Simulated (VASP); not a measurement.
# AgI (F-43m) in VASP: settings compared

AgI is run at these levels: LDA, PBEsol; tasks: single point.

Everything below comes from runs of VASP 6.6.1. Logs are shortened: lines on timing, memory, paths and dates and some standing lists are left out, and cuts for length are marked.

### Step 1. The cell of the first run

The structure is cubic, space group F-43m (No. 216). Conventional cell: a = 6.349 Å, b = 6.349 Å, c = 6.349 Å, α = 90.00°, β = 90.00°, γ = 90.00°. Ag (site symmetry -43m) has 4 I at 2.75 Å within 3.6 Å. Within 3.6 Å of I (site symmetry -43m) lie 4 Ag at 2.75 Å.

### Step 2. Single point, LDA

The input, INCAR:

```
SYSTEM = AgI
  PREC = Accurate
  ENCUT = 500
  EDIFF = 1E-6
  ISMEAR = -1
  SIGMA = 0.02
  LREAL = .False.
  LASPH = .True.
  NELM = 120
  ALGO = Normal
  ISIF = 2
  LWAVE = .False.
  LCHARG = .False.
  GGA = CA
  NBANDS = 16
  GGA_COMPAT = .False.
```

The input, KPOINTS:

```
Automatic mesh
0
Gamma
  6 6 6
  0 0 0
```

The input, POSCAR:

```
AgI
1.0
    0.0000000000      3.1745771834      3.1745771834
    3.1745771834      0.0000000000      3.1745771834
    3.1745771834      3.1745771834      0.0000000000
Ag I
1 1
Direct
    0.0000000000      0.0000000000      0.0000000000
    0.2500000000      0.2500000000      0.2500000000
```

Potentials or basis: VASP PAW LDA potentials, release 64 (Ag, I).

Run with:

```
cat potpaw_LDA.64/Ag/POTCAR potpaw_LDA.64/I/POTCAR > POTCAR
mpirun -np 1 vasp_std > vasp.out
```

OUTCAR:

```text
SYSTEM = AgI
   PREC = Accurate
   ENCUT = 500
   EDIFF = 1E-6
   ISMEAR = -1
   LREAL = .False.
   LASPH = .True.
   NELM = 120
   ISIF = 2
   GGA = CA

 ion  position               nearest neighbor table
   1  0.000  0.000  0.000-   2 2.75   2 2.75   2 2.75   2 2.75
   2  0.250  0.250  0.250-   1 2.75   1 2.75   1 2.75   1 2.75

  LATTYP: Found a face centered cubic cell.
 ALAT       =     6.3491543668

  Lattice vectors:

 A1 = (   0.0000000000,   3.1745771834,   3.1745771834)
 A2 = (   3.1745771834,   0.0000000000,   3.1745771834)
 A3 = (   3.1745771834,   3.1745771834,   0.0000000000)

Analysis of symmetry for initial positions (statically):
=====================================================================
 Subroutine PRICEL returns:
 Original cell was already a primitive cell.

 Routine SETGRP: Setting up the symmetry group for a
 face centered cubic supercell.

 Subroutine GETGRP returns: Found 24 space group operations
 (whereof 24 operations were pure point group operations)
 out of a pool of 48 trial point group operations.

The static configuration has the point symmetry T_d .

Analysis of symmetry for dynamics (positions and initial velocities):
=====================================================================
 Subroutine PRICEL returns:
 Original cell was already a primitive cell.

 Routine SETGRP: Setting up the symmetry group for a
 face centered cubic supercell.

 Subroutine GETGRP returns: Found 24 space group operations
 (whereof 24 operations were pure point group operations)
 out of a pool of 48 trial point group operations.

The dynamic configuration has the point symmetry T_d .

 Subroutine INISYM returns: Found 24 space group operations
 (whereof 24 operations are pure point group operations),
 and found     1 'primitive' translations

----------------------------------------------------------------------------------------

                                     Primitive cell

  volume of cell :      63.9864

  direct lattice vectors                    reciprocal lattice vectors
     0.000000000  3.174577183  3.174577183    -0.157501289  0.157501289  0.157501289
     3.174577183  0.000000000  3.174577183     0.157501289 -0.157501289  0.157501289
     3.174577183  3.174577183  0.000000000     0.157501289  0.157501289 -0.157501289
[... 70 lines left out ...]
   LNONCOLLINEAR =      F non collinear calculations
   LSORBIT =      F    spin-orbit coupling
   LASPH  =      T    aspherical Exc in radial PAW
   ENCUT  =  500.0 eV  36.75 Ry    6.06 a.u.   8.19  8.19  8.19*2*pi/ulx,y,z
   NELM   =    120;   NELMIN=  2; NELMDL= -5     # of ELM steps
   EDIFF  = 0.1E-05   stopping-criterion for ELM
   LREAL  =      F    real-space projection
   EDIFFG = 0.1E-04   stopping-criterion for IOM
   NSW    =      0    number of steps for IOM
   IBRION =     -1    ionic relax: 0-MD 1-quasi-New 2-CG
   NFREE  =      0    steps in history (QN), initial steepest desc. (CG)
   ISIF   =      2    stress and relaxation
   ISYM   =      2    0-nonsym 1-usesym 2-fastsym
   POTIM  = 0.5000    time-step for ionic-motion
   TEBEG  =    0.0;   TEEND  =   0.0 temperature during run
   PSTRESS=    0.0 pullay stress
   NELECT =      18.0000    total number of electrons
   NUPDOWN=      -1.0000    fix difference up-down
   EMIN   =  10.00;   EMAX   =-10.00  energy-range for DOS
   EFERMI =   0.00;   METHOD = LEGACY
   ISMEAR =    -1;   SIGMA  =   0.02  broadening in eV -4-tet -1-fermi 0-gaus
   EFERMI_NEDOS =   21; number of points for ismear=-14 and -15
   IALGO  =     38    algorithm
   IMIX   =      4    mixing-type and parameters
     AMIX     =   0.40;   BMIX     =  1.00
     AMIX_MAG =   1.60;   BMIX_MAG =  1.00
  volume/ion in A,a.u.               =      31.99       215.90
  Fermi-wavevector in a.u.,A,eV,Ry     =   1.072679  2.027069 15.655411  1.150640
  Thomas-Fermi vector in A             =   2.208456
   LORBIT       =      0    0 simple, 1 ext, 2 COOP (PROOUT), +10 PAW based schemes
   GGA     = CA    functional components
   LHFCALC =     F    Hartree Fock is set to
   AEXX    =    0.0000 exact exchange contribution
   IVDW    =     0    specifies the selected vdW correction
   LEPSILON=     F    determine dielectric tensor
   LRPA    =     F    only Hartree local field effects (RPA)
 non-spin polarized calculation
  energy-cutoff  :      500.00
  volume of cell :       63.99
 maximum number of plane-waves:      1660
 NGX is ok and might be reduce to    36
   NGX = 17   NGY = 17   NGZ = 17

 number of electron      18.0000002 magnetization

 Free energy of the ion-electron system (eV)
  ---------------------------------------------------
  ext. energy  EPLUGINS =         0.00000000
  ---------------------------------------------------
  free energy    TOTEN  =        -6.12169562 eV

  energy without entropy =       -6.12169562  energy(sigma->0) =       -6.12169562

 E-fermi :   4.1866     XC(G=0):  -9.1584

 val. band max:        3.7089256340   @ k =   0.0000   0.0000   0.0000
 cond. band min:       4.8006719714   @ k =   0.0000   0.0000   0.0000
 fundamental gap:      1.0917463374
 Fermi energy:         4.1865796044

 k-point     1 :       0.0000    0.0000    0.0000
  band No.  band energies     occupation
      1      -9.5471      2.00000
      2      -0.9825      2.00000
      3      -0.9825      2.00000
      4      -0.9825      2.00000
      5       0.2665      2.00000
      6       0.2665      2.00000
[... 281 lines left out ...]
      3      -0.5673      2.00000
      4      -0.4272      2.00000
      5       0.2527      2.00000
      6       0.5452      2.00000
[... 8 lines left out ...]
     15      15.3368      0.00000
     16      15.4419      0.00000

------------------------ aborting loop because EDIFF is reached ----------------------------------------

  FORCE on cell =-STRESS in cart. coord.  units (eV):
  Direction    XX          YY          ZZ          XY          YZ          ZX
  --------------------------------------------------------------------------------------
  -------------------------------------------------------------------------------------
  Total        0.0040910      0.0040910      0.0040910     -0.0000000      0.0000000     -0.0000000
  in kB        0.1024356      0.1024356      0.1024356     -0.0000000      0.0000000     -0.0000000
  external PRESSURE =       0.1024356 kB  Pullay stress =       0.0000000 kB

 VOLUME and BASIS-vectors are now :
 -----------------------------------------------------------------------------
  energy-cutoff  :      500.00
  volume of cell :       63.99
      direct lattice vectors                 reciprocal lattice vectors
     0.000000000  3.174577183  3.174577183    -0.157501289  0.157501289  0.157501289
     3.174577183  0.000000000  3.174577183     0.157501289 -0.157501289  0.157501289
     3.174577183  3.174577183  0.000000000     0.157501289  0.157501289 -0.157501289

 POSITION                                       TOTAL-FORCE (eV/Angst)
 -----------------------------------------------------------------------------------
      0.00000      0.00000      0.00000         0.000000      0.000000      0.000000
      1.58729      1.58729      1.58729        -0.000000     -0.000000     -0.000000
 -----------------------------------------------------------------------------------
    total drift:                                0.000000      0.000000     -0.000000

  FREE ENERGIE OF THE ION-ELECTRON SYSTEM (eV)
  ---------------------------------------------------
  free  energy   TOTEN  =        -6.1216956161 eV

  energy  without entropy=       -6.1216956161  energy(sigma->0) =       -6.12169562
```

OSZICAR:

```text
N       E                     dE             d eps       ncg     rms          rms(c)
DAV:   1     0.888238009533E+02    0.88824E+02   -0.75257E+03   520   0.923E+02
DAV:   2    -0.317107942948E+01   -0.91995E+02   -0.86881E+02   624   0.193E+02
DAV:   3    -0.619929043084E+01   -0.30282E+01   -0.30230E+01   624   0.370E+01
DAV:   4    -0.624521472416E+01   -0.45924E-01   -0.45923E-01   792   0.420E+00
DAV:   5    -0.624532010796E+01   -0.10538E-03   -0.10538E-03   664   0.195E-01    0.630E+00
DAV:   6    -0.613073031374E+01    0.11459E+00   -0.33877E-01   568   0.790E+00    0.461E+00
DAV:   7    -0.612414018220E+01    0.65901E-02   -0.33368E-02   608   0.121E+00    0.197E+00
DAV:   8    -0.612172690981E+01    0.24133E-02   -0.14995E-03   632   0.288E-01    0.172E-01
DAV:   9    -0.612168772784E+01    0.39182E-04   -0.17269E-04   696   0.166E-01    0.409E-02
DAV:  10    -0.612169363026E+01   -0.59024E-05   -0.93042E-06   600   0.261E-02    0.169E-02
DAV:  11    -0.612169565408E+01   -0.20238E-05   -0.13356E-06   472   0.772E-03    0.244E-03
DAV:  12    -0.612169561614E+01    0.37934E-07   -0.26541E-07   336   0.523E-03
   1 F= -.61216956E+01 E0= -.61216956E+01  d E =-.587155E-12
```

Run time: 14 s. Hardware: 1 thread of Intel Xeon Platinum 8488C (Sapphire Rapids), shared host; peak memory 0.17 GiB.

What came out:

| Quantity | Value |
| --- | --- |
| Free energy | -6.1217 eV |
| Pressure | 0.0 GPa |
| Band gap on the k mesh | 1.09 eV, direct |

Caveat: spin-orbit coupling is left out, which moves the levels of the heavy elements.

### Step 3. Single point, PBEsol

This run uses another cell than the first one, of 33.53 Å³/atom, 1.048 times its volume.

The input, INCAR:

```
SYSTEM = AgI
PREC = Accurate
ENCUT = 500
EDIFF = 1E-6
ISMEAR = -1
SIGMA = 0.02
LREAL = .FALSE.
LASPH = .TRUE.
NELM = 120
ALGO = Normal
ISIF = 2
LWAVE = .FALSE.
LCHARG = .TRUE.
GGA = PS
LELF = .TRUE.
LVHAR = .TRUE.
NBANDS = 16
GGA_COMPAT = .FALSE.
```

The input, KPOINTS:

```
Automatic mesh
0
G
  6 6 6
  0 0 0
```

The input, POSCAR:

```
AgI
1.0
    0.0000000000      3.2247460188      3.2247460188
    3.2247460188      0.0000000000      3.2247460188
    3.2247460188      3.2247460188      0.0000000000
Ag I
1 1
Direct
    0.0000000000      0.0000000000      0.0000000000
    0.2500000000      0.2500000000      0.2500000000
```

Potentials or basis: VASP PAW PBE potentials, release 64 (Ag, I).

Run with:

```
cat potpaw_PBE.64/Ag/POTCAR potpaw_PBE.64/I/POTCAR > POTCAR
mpirun -np 1 vasp_std > vasp.out
```

Wall time 20 s (1 thread of Intel Xeon Platinum 8488C (Sapphire Rapids), shared host); peak memory 0.2 GiB.

Results (log left out):

```
Free energy            : -5.4535 eV
Pressure               : 0.0 GPa
Band gap on the k mesh : 1.20 eV, direct
```

Levels at points of the mesh, in eV from the valence-band top:
| k point | band 5 | band 6 | band 7 | band 8 | band 9 | band 10 | band 11 | band 12 | band 13 | band 14 |
| --- | --- | --- | --- | --- | --- | --- | --- | --- | --- | --- |
| (0.00, 0.00, 0.00) | -3.18 | -3.18 | 0.00 | 0.00 | 0.00 | 1.20 | 5.63 | 5.63 | 5.63 | 8.79 |
| (0.50, 0.00, 0.00) | -3.15 | -3.15 | -3.03 | -0.76 | -0.76 | 2.64 | 6.12 | 6.12 | 7.10 | 9.07 |
| (0.50, 0.50, 0.00) | -3.09 | -3.06 | -2.70 | -1.87 | -1.87 | 3.43 | 3.75 | 8.43 | 9.63 | 9.63 |

Caveat: the PAW data sets were made with another functional, which shifts forces and pressure a little; spin-orbit coupling is left out, which moves the levels of the heavy elements.
